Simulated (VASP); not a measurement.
# LiCl (Fm-3m) in VASP: further runs

Aim: see how the results for LiCl move with the level of theory and the settings. Levels: PBE, LDA. Tasks: single point.

Everything below comes from runs of VASP 6.6.1. Logs are shortened: lines on timing, memory, paths and dates and some standing lists are left out, and cuts for length are marked.

## Step 1: The cell of the first run

It takes space group Fm-3m (No. 225, cubic). Conventional cell: a = 5.112 Å, b = 5.112 Å, c = 5.112 Å, α = 90.00°, β = 90.00°, γ = 90.00°. Within 3.4 Å of Li (site symmetry m-3m) lie 6 Cl at 2.56 Å. Cl (site symmetry m-3m) has 6 Li at 2.56 Å within 3.4 Å.

## Step 2: Single point, PBE

Input file INCAR:

```
SYSTEM = LiCl
ALGO = Normal ; EDIFF = 1E-6
ENCUT = 520 ; GGA = PE
ISIF = 2 ; ISMEAR = 0
LASPH = .TRUE. ; LCHARG = .TRUE.
LELF = .TRUE. ; LREAL = .FALSE.
LVHAR = .TRUE. ; LWAVE = .FALSE.
NBANDS = 12 ; NELM = 100
PREC = Accurate ; SIGMA = 0.01
```

Input file KPOINTS:

```
k-points
0
G
  4 4 4
  0 0 0
```

Input file POSCAR:

```
LiCl
1.0
    0.0000000000      2.5560369889      2.5560369889
    2.5560369889      0.0000000000      2.5560369889
    2.5560369889      2.5560369889      0.0000000000
Li Cl
1 1
Direct
    0.0000000000      0.0000000000      0.0000000000
    0.5000000000      0.5000000000      0.5000000000
```

Potentials or basis: VASP PAW PBE potentials, release 64 (Li_sv, Cl).

Started as:

```bash
> cat potpaw_PBE.64/Li_sv/POTCAR potpaw_PBE.64/Cl/POTCAR > POTCAR
> mpirun -np 1 vasp_std > vasp.out
```

OUTCAR:

```text
SYSTEM = LiCl
   EDIFF = 1E-6
   ENCUT = 520
   GGA = PE
   ISIF = 2
   ISMEAR = 0
   LASPH = .TRUE.
   LREAL = .FALSE.
   NELM = 100
   PREC = Accurate

 ion  position               nearest neighbor table
   1  0.000  0.000  0.000-   2 2.56   2 2.56   2 2.56   2 2.56   2 2.56   2 2.56
   2  0.500  0.500  0.500-   1 2.56   1 2.56   1 2.56   1 2.56   1 2.56   1 2.56

  LATTYP: Found a face centered cubic cell.
 ALAT       =     5.1120739778

  Lattice vectors:

 A1 = (   0.0000000000,   2.5560369889,   2.5560369889)
 A2 = (   2.5560369889,   0.0000000000,   2.5560369889)
 A3 = (   2.5560369889,   2.5560369889,   0.0000000000)

Analysis of symmetry for initial positions (statically):
=====================================================================
 Subroutine PRICEL returns:
 Original cell was already a primitive cell.

 Routine SETGRP: Setting up the symmetry group for a
 face centered cubic supercell.

 Subroutine GETGRP returns: Found 48 space group operations
 (whereof 48 operations were pure point group operations)
 out of a pool of 48 trial point group operations.

The static configuration has the point symmetry O_h .

Analysis of symmetry for dynamics (positions and initial velocities):
=====================================================================
 Subroutine PRICEL returns:
 Original cell was already a primitive cell.

 Routine SETGRP: Setting up the symmetry group for a
 face centered cubic supercell.

 Subroutine GETGRP returns: Found 48 space group operations
 (whereof 48 operations were pure point group operations)
 out of a pool of 48 trial point group operations.

The dynamic configuration has the point symmetry O_h .

 Subroutine INISYM returns: Found 48 space group operations
 (whereof 48 operations are pure point group operations),
 and found     1 'primitive' translations

----------------------------------------------------------------------------------------

                                     Primitive cell

  volume of cell :      33.3988

  direct lattice vectors                    reciprocal lattice vectors
     0.000000000  2.556036989  2.556036989    -0.195615323  0.195615323  0.195615323
     2.556036989  0.000000000  2.556036989     0.195615323 -0.195615323  0.195615323
     2.556036989  2.556036989  0.000000000     0.195615323  0.195615323 -0.195615323

  length of vectors
     3.614782176  3.614782176  3.614782176     0.338815677  0.338815677  0.338815677

  position of ions in fractional coordinates (direct lattice)
     0.000000000  0.000000000  0.000000000
     0.500000000  0.500000000  0.500000000

  ion indices of the primitive-cell ions
   primitive index   ion index
                 1           1
                 2           2

----------------------------------------------------------------------------------------

 KPOINTS: k-points

Automatic generation of k-mesh.
 Grid dimensions read from file:
 generate k-points for:    4    4    4

 Generating k-lattice:

  Cartesian coordinates                     Fractional coordinates (reciprocal lattice)
    -0.048903831  0.048903831  0.048903831     0.250000000  0.000000000  0.000000000
     0.048903831 -0.048903831  0.048903831     0.000000000  0.250000000  0.000000000
     0.048903831  0.048903831 -0.048903831     0.000000000  0.000000000  0.250000000

  Length of vectors
     0.084703919  0.084703919  0.084703919

  Shift w.r.t. Gamma in fractional coordinates (k-lattice)
     0.000000000  0.000000000  0.000000000

 Subroutine IBZKPT returns following result:
 ===========================================

 Found      8 irreducible k-points:

 Following reciprocal coordinates:
            Coordinates               Weight
  0.000000  0.000000  0.000000      1.000000
  0.250000  0.000000  0.000000      8.000000
  0.500000  0.000000  0.000000      4.000000
  0.250000  0.250000  0.000000      6.000000
  0.500000  0.250000  0.000000     24.000000
 -0.250000  0.250000  0.000000     12.000000
  0.500000  0.500000  0.000000      3.000000
 -0.250000  0.500000  0.250000      6.000000
   k-points           NKPTS =      8   k-points in BZ     NKDIM =      8   number of bands    NBANDS=     12
   number of dos      NEDOS =    301   number of ions     NIONS =      2
   total plane-waves  NPLWV =  21952
   dimension x,y,z NGX =    28 NGY =   28 NGZ =   28
   dimension x,y,z NGXF=    56 NGYF=   56 NGZF=   56
   ions per type =               1   1
   NGX,Y,Z   is equivalent  to a cutoff of  12.88, 12.88, 12.88 a.u.
   NGXF,Y,Z  is equivalent  to a cutoff of  25.75, 25.75, 25.75 a.u.
 SYSTEM =  LiCl
   PREC   = accura    normal or accurate (medium, high low for compatibility)
   ISTART =      0    job   : 0-new  1-cont  2-samecut
   ICHARG =      2    charge: 1-file 2-atom 10-const
   ISPIN  =      1    spin polarized calculation?
   LNONCOLLINEAR =      F non collinear calculations
   LSORBIT =      F    spin-orbit coupling
   LASPH  =      T    aspherical Exc in radial PAW
   ENCUT  =  520.0 eV  38.22 Ry    6.18 a.u.   6.72  6.72  6.72*2*pi/ulx,y,z
   NELM   =    100;   NELMIN=  2; NELMDL= -5     # of ELM steps
   EDIFF  = 0.1E-05   stopping-criterion for ELM
   LREAL  =      F    real-space projection
   EDIFFG = 0.1E-04   stopping-criterion for IOM
   NSW    =      0    number of steps for IOM
   IBRION =     -1    ionic relax: 0-MD 1-quasi-New 2-CG
   NFREE  =      0    steps in history (QN), initial steepest desc. (CG)
   ISIF   =      2    stress and relaxation
   ISYM   =      2    0-nonsym 1-usesym 2-fastsym
   POTIM  = 0.5000    time-step for ionic-motion
   TEBEG  =    0.0;   TEEND  =   0.0 temperature during run
   PSTRESS=    0.0 pullay stress
   NELECT =      10.0000    total number of electrons
   NUPDOWN=      -1.0000    fix difference up-down
   EMIN   =  10.00;   EMAX   =-10.00  energy-range for DOS
   EFERMI =   0.00;   METHOD = LEGACY
   ISMEAR =     0;   SIGMA  =   0.01  broadening in eV -4-tet -1-fermi 0-gaus
   EFERMI_NEDOS =   21; number of points for ismear=-14 and -15
   IALGO  =     38    algorithm
   IMIX   =      4    mixing-type and parameters
     AMIX     =   0.40;   BMIX     =  1.00
     AMIX_MAG =   1.60;   BMIX_MAG =  1.00
  volume/ion in A,a.u.               =      16.70       112.69
  Fermi-wavevector in a.u.,A,eV,Ry     =   1.095211  2.069648 16.320006  1.199487
  Thomas-Fermi vector in A             =   2.231530
   LORBIT       =      0    0 simple, 1 ext, 2 COOP (PROOUT), +10 PAW based schemes
   GGA     = PE    functional components
   LHFCALC =     F    Hartree Fock is set to
   AEXX    =    0.0000 exact exchange contribution
   IVDW    =     0    specifies the selected vdW correction
   LEPSILON=     F    determine dielectric tensor
   LRPA    =     F    only Hartree local field effects (RPA)
 non-spin polarized calculation
 Gauss-broadening in eV      SIGMA  =   0.01
  energy-cutoff  :      520.00
  volume of cell :       33.40
 maximum number of plane-waves:       934
 NGX is ok and might be reduce to    28
   NGX = 13   NGY = 13   NGZ = 13

 number of electron      10.0000003 magnetization

 Free energy of the ion-electron system (eV)
  ---------------------------------------------------
  ext. energy  EPLUGINS =         0.00000000
  ---------------------------------------------------
  free energy    TOTEN  =        -7.37774806 eV

  energy without entropy =       -7.37774806  energy(sigma->0) =       -7.37774806

 E-fermi :   0.8639     XC(G=0):  -8.7725

 val. band max:        0.6633664580   @ k =   0.0000   0.0000   0.0000
 cond. band min:       7.0607564043   @ k =   0.0000   0.0000   0.0000
 fundamental gap:      6.3973899463
 Fermi energy:         0.8638956227

 k-point     1 :       0.0000    0.0000    0.0000
  band No.  band energies     occupation
      1     -42.8524      2.00000
      2     -12.7689      2.00000
      3       0.6634      2.00000
      4       0.6634      2.00000
      5       0.6634      2.00000
      6       7.0608      0.00000
      7      12.6067      0.00000
      8      12.6067      0.00000
      9      12.6068      0.00000
     10      15.2481      0.00000
     11      15.2482      0.00000
     12      15.2508      0.00000

 k-point     2 :       0.2500    0.0000    0.0000
  band No.  band energies     occupation
      1     -42.8510      2.00000
      2     -12.4947      2.00000
      3      -0.9383      2.00000
      4       0.5261      2.00000
      5       0.5261      2.00000
      6       7.9246      0.00000
      7      11.3659      0.00000
      8      11.3659      0.00000
      9      11.6911      0.00000
     10      14.6381      0.00000
     11      14.6381      0.00000
     12      16.2842      0.00000

 k-point     3 :       0.5000    0.0000    0.0000
  band No.  band energies     occupation
      1     -42.8496      2.00000
      2     -12.1857      2.00000
      3      -2.1910      2.00000
      4       0.4030      2.00000
      5       0.4030      2.00000
      6       7.4297      0.00000
      7      10.1639      0.00000
      8      10.1640      0.00000
      9      13.7464      0.00000
     10      17.6364      0.00000
     11      17.8428      0.00000
     12      17.8429      0.00000

 k-point     4 :       0.2500    0.2500    0.0000
  band No.  band energies     occupation
      1     -42.8506      2.00000
      2     -12.3916      2.00000
      3      -0.8652      2.00000
      4       0.0635      2.00000
      5       0.0635      2.00000
      6       9.2777      0.00000
      7      10.2056      0.00000
      8      10.4205      0.00000
      9      13.2361      0.00000
     10      13.2361      0.00000
     11      16.2972      0.00000
     12      18.3296      0.00000

 k-point     5 :       0.5000    0.2500    0.0000
  band No.  band energies     occupation
      1     -42.8492      2.00000
      2     -12.0648      2.00000
      3      -1.8603      2.00000
      4      -0.6497      2.00000
      5      -0.0626      2.00000
      6       8.8490      0.00000
      7      10.2979      0.00000
      8      11.6385      0.00000
      9      11.9654      0.00000
     10      15.2387      0.00000
     11      18.3273      0.00000
     12      19.2747      0.00000

 k-point     6 :      -0.2500    0.2500    0.0000
  band No.  band energies     occupation
      1     -42.8496      2.00000
      2     -12.1825      2.00000
      3      -1.4657      2.00000
      4      -0.8015      2.00000
      5       0.3779      2.00000
      6       8.8678      0.00000
      7      10.8924      0.00000
      8      10.8991      0.00000
      9      11.5105      0.00000
     10      15.0676      0.00000
     11      17.8936      0.00000
     12      18.1901      0.00000

 k-point     7 :       0.5000    0.5000    0.0000
  band No.  band energies     occupation
      1     -42.8489      2.00000
      2     -11.9337      2.00000
      3      -2.2772      2.00000
      4      -0.4570      2.00000
      5      -0.4570      2.00000
      6       8.5677      0.00000
      7       8.9378      0.00000
      8      13.1886      0.00000
      9      14.8561      0.00000
     10      14.8562      0.00000
     11      17.7284      0.00000
     12      19.3235      0.00000

 k-point     8 :      -0.2500    0.5000    0.2500
  band No.  band energies     occupation
      1     -42.8487      2.00000
      2     -11.9426      2.00000
      3      -1.4930      2.00000
      4      -1.4930      2.00000
      5      -0.4129      2.00000
      6      10.2566      0.00000
      7      10.8306      0.00000
      8      11.1348      0.00000
      9      11.1348      0.00000
     10      16.6802      0.00000
     11      16.6803      0.00000
     12      19.3698      0.00000

------------------------ aborting loop because EDIFF is reached ----------------------------------------

  FORCE on cell =-STRESS in cart. coord.  units (eV):
  Direction    XX          YY          ZZ          XY          YZ          ZX
  --------------------------------------------------------------------------------------
  -------------------------------------------------------------------------------------
  Total        0.1560559      0.1560559      0.1560559     -0.0000000     -0.0000000      0.0000000
  in kB        7.4861652      7.4861652      7.4861652     -0.0000000     -0.0000000      0.0000000
  external PRESSURE =       7.4861652 kB  Pullay stress =       0.0000000 kB

 VOLUME and BASIS-vectors are now :
 -----------------------------------------------------------------------------
  energy-cutoff  :      520.00
  volume of cell :       33.40
      direct lattice vectors                 reciprocal lattice vectors
     0.000000000  2.556036989  2.556036989    -0.195615323  0.195615323  0.195615323
     2.556036989  0.000000000  2.556036989     0.195615323 -0.195615323  0.195615323
     2.556036989  2.556036989  0.000000000     0.195615323  0.195615323 -0.195615323

 POSITION                                       TOTAL-FORCE (eV/Angst)
 -----------------------------------------------------------------------------------
      0.00000      0.00000      0.00000         0.000000      0.000000      0.000000
      2.55604      2.55604      2.55604        -0.000000     -0.000000     -0.000000
 -----------------------------------------------------------------------------------
    total drift:                                0.000000      0.000000      0.000000

  FREE ENERGIE OF THE ION-ELECTRON SYSTEM (eV)
  ---------------------------------------------------
  free  energy   TOTEN  =        -7.3777480643 eV

  energy  without entropy=       -7.3777480643  energy(sigma->0) =       -7.37774806
```

Wall time 4.2 s (1 thread of AMD EPYC 7R13 (Zen 3), shared host); peak memory 0.11 GiB.

What came out:

- Free energy: -7.3777 eV
- Band gap on the k mesh: 6.40 eV

Caveat: the k points lie up to 0.53 Å⁻¹ apart; the cutoff is under 1.25 times the usual one of these potentials, so pressure, stress and relaxed cells hold a basis-set (Pulay) error. A k mesh can miss the band edges.

## Step 3: Single point, PBE

Input file INCAR:

```
ALGO = Normal ; EDIFF = 1E-6
ENCUT = 520 ; GGA = PE
ISIF = 2 ; ISMEAR = 0
LASPH = True ; LCHARG = False
LREAL = False ; LWAVE = False
NBANDS = 12 ; NELM = 60
PREC = Accurate ; SIGMA = 0.01
```

Input file KPOINTS:

```
k-points
0
Gamma
  4 4 4
```

POSCAR is that of step 2.

Potentials or basis: VASP PAW PBE potentials, release 64 (Li_sv, Cl).

Started as:

```bash
> cat potpaw_PBE.64/Li_sv/POTCAR potpaw_PBE.64/Cl/POTCAR > POTCAR
> mpirun -np 1 vasp_std > vasp.out
```

It took 3.7 s on 1 thread of AMD EPYC 7R13 (Zen 3), shared host; peak memory 0.11 GiB.

Results (log left out):

```yaml
Free_energy: -7.3777 eV
Band_gap_on_the_k_mesh: 6.40 eV
```

Levels at points of the mesh, in eV from the valence-band top:
| k point | band 3 | band 4 | band 5 | band 6 | band 7 | band 8 |
| --- | --- | --- | --- | --- | --- | --- |
| (0.00, 0.00, 0.00) | 0.00 | 0.00 | 0.00 | 6.40 | 11.94 | 11.94 |
| (0.50, 0.00, 0.00) | -2.85 | -0.26 | -0.26 | 6.77 | 9.50 | 9.50 |
| (0.50, 0.50, 0.00) | -2.94 | -1.12 | -1.12 | 7.90 | 8.27 | 12.53 |

Caveat: the k points lie up to 0.53 Å⁻¹ apart; the cutoff is under 1.25 times the usual one of these potentials, so pressure, stress and relaxed cells hold a basis-set (Pulay) error. A k mesh can miss the band edges.

## Step 4: Single point, LDA

Input file INCAR:

```
SYSTEM = LiCl
  ALGO = Normal
  EDIFF = 1E-6
  ENCUT = 520
  GGA = CA
  ISIF = 2
  ISMEAR = 0
  LASPH = .TRUE.
  LCHARG = .FALSE.
  LREAL = .FALSE.
  LWAVE = .FALSE.
  NBANDS = 12
  NELM = 60
  PREC = Accurate
  SIGMA = 0.01
```

Input file KPOINTS:

```
k-points
0
G
  4 4 4
  0 0 0
```

POSCAR is that of step 3.

Potentials or basis: VASP PAW LDA potentials, release 64 (Li_sv, Cl).

Started as:

```bash
> cat potpaw_LDA.64/Li_sv/POTCAR potpaw_LDA.64/Cl/POTCAR > POTCAR
> mpirun -np 1 vasp_std > vasp.out
```

Run time: 2.9 s. Hardware: 1 thread of AMD EPYC 7R13 (Zen 3), shared host; peak memory 0.1 GiB.

Results (log left out):

```
Free energy            : -8.0605 eV
Band gap on the k mesh : 6.06 eV
```

Levels at points of the mesh, in eV from the valence-band top:
```
           k point  band 3  band 4  band 5  band 6  band 7  band 8
(0.00, 0.00, 0.00)    0.00    0.00    0.00    6.06   11.74   11.74
(0.50, 0.00, 0.00)   -2.94   -0.26   -0.26    6.42    9.21    9.21
(0.50, 0.50, 0.00)   -3.05   -1.16   -1.16    7.65    7.98   12.18
```

Caveat: the k points lie up to 0.53 Å⁻¹ apart; the cutoff is under 1.25 times the usual one of these potentials, so pressure, stress and relaxed cells hold a basis-set (Pulay) error. A k mesh can miss the band edges.

## Step 5: Single point, PBE

Input file INCAR:

```
SYSTEM = LiCl
ALGO     = Normal         ! electronic algorithm
EDIFF    = 1E-6           ! SCF threshold, eV
ENCUT    = 520            ! plane-wave cutoff, eV
GGA      = PE             ! functional
ISIF     = 2              ! what is computed and relaxed
ISMEAR   = 0              ! smearing method
LASPH    = .TRUE.         ! aspherical terms in the spheres
LCHARG   = .FALSE.        ! write CHGCAR
LREAL    = .FALSE.        ! projectors in reciprocal space
LWAVE    = .FALSE.        ! write WAVECAR
NBANDS   = 12             ! bands
NELM     = 80             ! most SCF steps
PREC     = Accurate       ! precision mode
SIGMA    = 0.01           ! smearing width, eV
```

Input file KPOINTS:

```
k-points
0
G
  6 6 6
  0 0 0
```

POSCAR is that of step 4.

Potentials or basis: VASP PAW PBE potentials, release 64 (Li_sv, Cl).

Started as:

```bash
> cat potpaw_PBE.64/Li_sv/POTCAR potpaw_PBE.64/Cl/POTCAR > POTCAR
> mpirun -np 1 vasp_std > vasp.out
```

It took 5.2 s on 1 thread of AMD EPYC 7R13 (Zen 3), shared host; peak memory 0.12 GiB.

It converged, with:

* Free energy: -7.3845 eV
* Band gap on the k mesh: 6.40 eV

Levels at points of the mesh, in eV from the valence-band top:
```csv
k point,band 1,band 2,band 3,band 4,band 5,band 6,band 7,band 8,band 9,band 10
"(0.00, 0.00, 0.00)",-43.50,-13.43,0.00,0.00,0.00,6.40,11.95,11.95,11.95,14.59
"(0.50, 0.00, 0.00)",-43.50,-12.85,-2.85,-0.26,-0.26,6.77,9.51,9.51,13.08,16.98
"(0.50, 0.50, 0.00)",-43.50,-12.60,-2.94,-1.12,-1.12,7.91,8.28,12.53,14.20,14.20
```

Caveat: the cutoff is under 1.25 times the usual one of these potentials, so pressure, stress and relaxed cells hold a basis-set (Pulay) error. A k mesh can miss the band edges.

## Step 6: Overview

```tsv
level	potentials or basis	k mesh	gap on the mesh (eV)
PBE	VASP PAW PBE potentials, release 64 (Li_sv, Cl)	4 × 4 × 4	6.40
LDA	VASP PAW LDA potentials, release 64 (Li_sv, Cl)	4 × 4 × 4	6.06
PBE	VASP PAW PBE potentials, release 64 (Li_sv, Cl)	6 × 6 × 6	6.40
```

Alike in all rows: task single point; no spin polarisation; cell as given; cutoff (eV) 520; smearing gaussian 0.01 eV.

Caveats: some runs use coarse meshes; the cutoff is under 1.25 times the usual one of these potentials, so pressure, stress and relaxed cells hold a basis-set (Pulay) error.

Absolute energies hang on the potentials; compare differences alone.
